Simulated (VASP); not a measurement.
# GaP (P6_222) in VASP: relaxation of cell and atoms with PBE

Aim: the relaxation of cell and atoms of GaP with PBE.

Everything below comes from runs of VASP 6.6.1. Logs are shortened: lines on timing, memory, paths and dates and some standing lists are left out, and cuts for length are marked.

## (1) The cell of the first run

Symmetry: P6_222, No. 180, hexagonal system. Conventional cell: a = 3.898 Å, b = 3.898 Å, c = 8.575 Å, α = 90.00°, β = 90.00°, γ = 120.00°. Ga (site symmetry 222) has 4 P at 2.42 Å within 3.2 Å. Within 3.2 Å of P (site symmetry 222) lie 4 Ga at 2.42 Å.

## (2) Relaxation of cell and atoms, PBE

File INCAR:

```
SYSTEM = GaP
PREC = Accurate
ENCUT = 600
EDIFF = 1E-7
ISMEAR = 0
SIGMA = 0.01
LREAL = .FALSE.
LASPH = .TRUE.
NELM = 100
ALGO = Normal
ISIF = 3
LWAVE = .FALSE.
LCHARG = .FALSE.
GGA = PE
IBRION = 2
NSW = 100
EDIFFG = -0.01
```

File KPOINTS:

```
Automatic mesh
0
G
  12 12 4
  0 0 0
```

File POSCAR:

```
GaP
1.0
    3.8984962849      0.0000000000      0.0000000000
   -1.9492481425      3.3761968193      0.0000000000
    0.0000000000      0.0000000000      8.5747733756
Ga P
3 3
Direct
    0.0000000000      0.5000000000      0.1666666667
    0.5000000000      0.5000000000      0.8333333333
    0.5000000000      0.0000000000      0.5000000000
    0.5000000000      0.5000000000      0.3333333333
    0.5000000000      0.0000000000      0.0000000000
    0.0000000000      0.5000000000      0.6666666667
```

Potentials or basis: VASP PAW PBE potentials, release 64 (Ga_d, P).

The run is started by

```bash
cat potpaw_PBE.64/Ga_d/POTCAR potpaw_PBE.64/P/POTCAR > POTCAR
mpirun -np 1 vasp_std > vasp.out
```

OUTCAR:

```text
SYSTEM = GaP
   PREC = Accurate
   ENCUT = 600
   EDIFF = 1E-7
   ISMEAR = 0
   LREAL = .FALSE.
   LASPH = .TRUE.
   NELM = 100
   ISIF = 3
   GGA = PE
   IBRION = 2
   NSW = 100
   EDIFFG = -0.01

 ion  position               nearest neighbor table
   1  0.000  0.500  0.167-   4 2.42   4 2.42   5 2.42   5 2.42
   2  0.500  0.500  0.833-   6 2.42   6 2.42   5 2.42   5 2.42
   3  0.500  0.000  0.500-   6 2.42   6 2.42   4 2.42   4 2.42
   4  0.500  0.500  0.333-   1 2.42   1 2.42   3 2.42   3 2.42
   5  0.500  0.000  0.000-   1 2.42   1 2.42   2 2.42   2 2.42
   6  0.000  0.500  0.667-   2 2.42   2 2.42   3 2.42   3 2.42

  LATTYP: Found a hexagonal cell.
 ALAT       =     3.8984962849
 C/A-ratio  =     2.1995078997

  Lattice vectors:

 A1 = (   3.8984962849,   0.0000000000,   0.0000000000)
 A2 = (  -1.9492481425,   3.3761968193,   0.0000000000)
 A3 = (   0.0000000000,   0.0000000000,   8.5747733756)

Analysis of symmetry for initial positions (statically):
=====================================================================
 Subroutine PRICEL returns:
 Original cell was already a primitive cell.

 Routine SETGRP: Setting up the symmetry group for a
 hexagonal supercell.

 Subroutine GETGRP returns: Found 12 space group operations
 (whereof  4 operations were pure point group operations)
 out of a pool of 24 trial point group operations.

The static configuration has the point symmetry D_2 .
 The point group associated with its full space group is D_6 .

Analysis of symmetry for dynamics (positions and initial velocities):
=====================================================================
 Subroutine PRICEL returns:
 Original cell was already a primitive cell.

 Routine SETGRP: Setting up the symmetry group for a
 hexagonal supercell.

 Subroutine GETGRP returns: Found 12 space group operations
 (whereof  4 operations were pure point group operations)
 out of a pool of 24 trial point group operations.

The dynamic configuration has the point symmetry D_2 .
 The point group associated with its full space group is D_6 .

 Subroutine INISYM returns: Found 12 space group operations
 (whereof  4 operations are pure point group operations),
 and found     1 'primitive' translations

----------------------------------------------------------------------------------------

                                     Primitive cell

  volume of cell :     112.8619

  direct lattice vectors                    reciprocal lattice vectors
     3.898496285  0.000000000  0.000000000     0.256509158  0.148095631  0.000000000
    -1.949248142  3.376196819  0.000000000     0.000000000  0.296191263  0.000000000
     0.000000000  0.000000000  8.574773376     0.000000000  0.000000000  0.116621158

  length of vectors
     3.898496285  3.898496285  8.574773376     0.296191263  0.296191263  0.116621158

  position of ions in fractional coordinates (direct lattice)
     1.000000000  0.500000000  0.166666667
     0.500000000  0.500000000  0.833333333
     0.500000000  0.000000000  0.500000000
     0.500000000  0.500000000  0.333333333
     0.500000000  0.000000000  0.000000000
     1.000000000  0.500000000  0.666666667

  ion indices of the primitive-cell ions
   primitive index   ion index
                 1           1
                 2           2
                 3           3
                 4           4
                 5           5
                 6           6

----------------------------------------------------------------------------------------

 KPOINTS: Automatic mesh

Automatic generation of k-mesh.
 Grid dimensions read from file:
 generate k-points for:   12   12    4
[... 70 lines left out ...]
   ISIF   =      3    stress and relaxation
   ISYM   =      2    0-nonsym 1-usesym 2-fastsym
   POTIM  = 0.5000    time-step for ionic-motion
   TEBEG  =    0.0;   TEEND  =   0.0 temperature during run
   PSTRESS=    0.0 pullay stress
   NELECT =      54.0000    total number of electrons
   NUPDOWN=      -1.0000    fix difference up-down
   EMIN   =  10.00;   EMAX   =-10.00  energy-range for DOS
   EFERMI =   0.00;   METHOD = LEGACY
   ISMEAR =     0;   SIGMA  =   0.01  broadening in eV -4-tet -1-fermi 0-gaus
   EFERMI_NEDOS =   21; number of points for ismear=-14 and -15
   IALGO  =     38    algorithm
   IMIX   =      4    mixing-type and parameters
     AMIX     =   0.40;   BMIX     =  1.00
     AMIX_MAG =   1.60;   BMIX_MAG =  1.00
  volume/ion in A,a.u.               =      18.81       126.94
  Fermi-wavevector in a.u.,A,eV,Ry     =   1.280433  2.419668 22.306875  1.639509
  Thomas-Fermi vector in A             =   2.412861
   LORBIT       =      0    0 simple, 1 ext, 2 COOP (PROOUT), +10 PAW based schemes
   GGA     = PE    functional components
   LHFCALC =     F    Hartree Fock is set to
   AEXX    =    0.0000 exact exchange contribution
   IVDW    =     0    specifies the selected vdW correction
   LEPSILON=     F    determine dielectric tensor
   LRPA    =     F    only Hartree local field effects (RPA)
 conjugate gradient relaxation of ions
 non-spin polarized calculation
 Gauss-broadening in eV      SIGMA  =   0.01
  energy-cutoff  :      600.00
  volume of cell :      112.86
 maximum number of plane-waves:      3784
 NGX is ok and might be reduce to    32
   NGX = 15   NGY = 15   NGZ = 35

--------------------------------------- Ionic step        1  -------------------------------------------

 number of electron      53.9999992 magnetization

 Free energy of the ion-electron system (eV)
  ---------------------------------------------------
  ext. energy  EPLUGINS =         0.00000000
  ---------------------------------------------------
  free energy    TOTEN  =       -26.00891996 eV

  energy without entropy =      -26.00891996  energy(sigma->0) =      -26.00891996

------------------------ aborting loop because EDIFF is reached ----------------------------------------

  FORCE on cell =-STRESS in cart. coord.  units (eV):
  Direction    XX          YY          ZZ          XY          YZ          ZX
  --------------------------------------------------------------------------------------
  -------------------------------------------------------------------------------------
  Total        0.0737748      0.0737748      0.1470783     -0.0000000      0.0000000      0.0000000
  in kB        1.0473000      1.0473000      2.0879087     -0.0000000      0.0000000      0.0000000
  external PRESSURE =       1.3941696 kB  Pullay stress =       0.0000000 kB

 VOLUME and BASIS-vectors are now :
 -----------------------------------------------------------------------------
  energy-cutoff  :      600.00
  volume of cell :      112.86
      direct lattice vectors                 reciprocal lattice vectors
     3.898496285  0.000000000  0.000000000     0.256509158  0.148095631  0.000000000
    -1.949248142  3.376196819  0.000000000     0.000000000  0.296191263  0.000000000
     0.000000000  0.000000000  8.574773376     0.000000000  0.000000000  0.116621158

 POSITION                                       TOTAL-FORCE (eV/Angst)
 -----------------------------------------------------------------------------------
     -0.97462      1.68810      1.42913         0.000000     -0.000000     -0.000000
      0.97462      1.68810      7.14564         0.000000     -0.000000     -0.000000
      1.94925      0.00000      4.28739        -0.000000     -0.000000     -0.000000
      0.97462      1.68810      2.85826         0.000000      0.000000     -0.000000
      1.94925      0.00000      0.00000         0.000000     -0.000000     -0.000000
     -0.97462      1.68810      5.71652        -0.000000     -0.000000      0.000000
 -----------------------------------------------------------------------------------
    total drift:                                0.000000      0.000000      0.000000

  FREE ENERGIE OF THE ION-ELECTRON SYSTEM (eV)
  ---------------------------------------------------
  free  energy   TOTEN  =       -26.0089199612 eV

  energy  without entropy=      -26.0089199612  energy(sigma->0) =      -26.00891996

--------------------------------------- Ionic step        2  -------------------------------------------

 number of electron      53.9999993 magnetization

 Free energy of the ion-electron system (eV)
  ---------------------------------------------------
  ext. energy  EPLUGINS =         0.00000000
  ---------------------------------------------------
  free energy    TOTEN  =       -26.00901164 eV

  energy without entropy =      -26.00901164  energy(sigma->0) =      -26.00901164

 E-fermi :   5.8280     XC(G=0): -10.3830

 val. band max:        5.7783386818   @ k =   0.0000   0.0000   0.0000
 cond. band min:       6.0208537270   @ k =   0.3333   0.3333   0.0000
 fundamental gap:      0.2425150452
 Fermi energy:         5.8279583327

 k-point     1 :       0.0000    0.0000    0.0000
  band No.  band energies     occupation
      1      -9.2913      2.00000
      2      -9.2913      2.00000
      3      -9.2887      2.00000
      4      -9.2887      2.00000
      5      -9.2813      2.00000
      6      -9.2426      2.00000
[... 829 lines left out ...]
     31       8.2116      0.00000
     32       9.4662      0.00000

 [... further k-points ...]
[... 5 lines left out ...]
  --------------------------------------------------------------------------------------
  -------------------------------------------------------------------------------------
  Total       -0.0520744     -0.0520744     -0.0234920      0.0000000      0.0000000      0.0000000
  in kB       -0.7374954     -0.7374954     -0.3327010      0.0000000      0.0000000      0.0000000
  external PRESSURE =      -0.6025640 kB  Pullay stress =       0.0000000 kB

 VOLUME and BASIS-vectors are now :
 -----------------------------------------------------------------------------
  energy-cutoff  :      600.00
  volume of cell :      113.13
      direct lattice vectors                 reciprocal lattice vectors
     3.900808803 -0.000000000  0.000000000     0.256357092  0.148007836 -0.000000000
    -1.950404402  3.378199519  0.000000000     0.000000000  0.296015672 -0.000000000
     0.000000000  0.000000000  8.584913681     0.000000000  0.000000000  0.116483408

 POSITION                                       TOTAL-FORCE (eV/Angst)
 -----------------------------------------------------------------------------------
     -0.97520      1.68910      1.43082         0.000000      0.000000      0.000000
      0.97520      1.68910      7.15409         0.000000      0.000000     -0.000000
     -0.00000      3.37820      4.29246        -0.000000     -0.000000      0.000000
      0.97520      1.68910      2.86164        -0.000000     -0.000000     -0.000000
     -0.00000      3.37820      8.58491         0.000000     -0.000000      0.000000
      2.92561      1.68910      5.72328         0.000000      0.000000     -0.000000
 -----------------------------------------------------------------------------------
    total drift:                                0.000000      0.000000      0.000000

  FREE ENERGIE OF THE ION-ELECTRON SYSTEM (eV)
  ---------------------------------------------------
  free  energy   TOTEN  =       -26.0090116421 eV

  energy  without entropy=      -26.0090116421  energy(sigma->0) =      -26.00901164

 reached required accuracy - stopping structural energy minimisation
```

It took 4.6 min on 1 thread of Intel Xeon Platinum 8488C (Sapphire Rapids), shared host; peak memory 0.39 GiB.

What came out:

```yaml
Free_energy: -26.0090 eV
Relaxed_volume: 18.85 Å³/atom
Relaxed_cell: a = 3.901 Å, b = 3.901 Å, c = 8.585 Å, α = 90.00°, β = 90.00°, γ = 120.00°
Space_group_after_relaxing_to_0.05_Å: P6_222 (No. 180)
Energy_gained_by_relaxing: 0.0 meV/atom
Ionic_steps: 2
Pressure_after_relaxing: -0.1 GPa
Band_gap_on_the_k_mesh: 0.24 eV, indirect (least direct gap 0.41 eV)
```

Final structure:
```yaml
crystal:
  lattice:
    - [3.90081, 0.00000, 0.00000]
    - [-1.95040, 3.37820, 0.00000]
    - [0.00000, 0.00000, 8.58491]
  atoms:
    - { symbol: Ga, position: [0.00000, 0.50000, 0.16667] }
    - { symbol: Ga, position: [0.50000, 0.50000, 0.83333] }
    - { symbol: Ga, position: [0.50000, 0.00000, 0.50000] }
    - { symbol: P, position: [0.50000, 0.50000, 0.33333] }
    - { symbol: P, position: [0.50000, 0.00000, 0.00000] }
    - { symbol: P, position: [0.00000, 0.50000, 0.66667] }
```
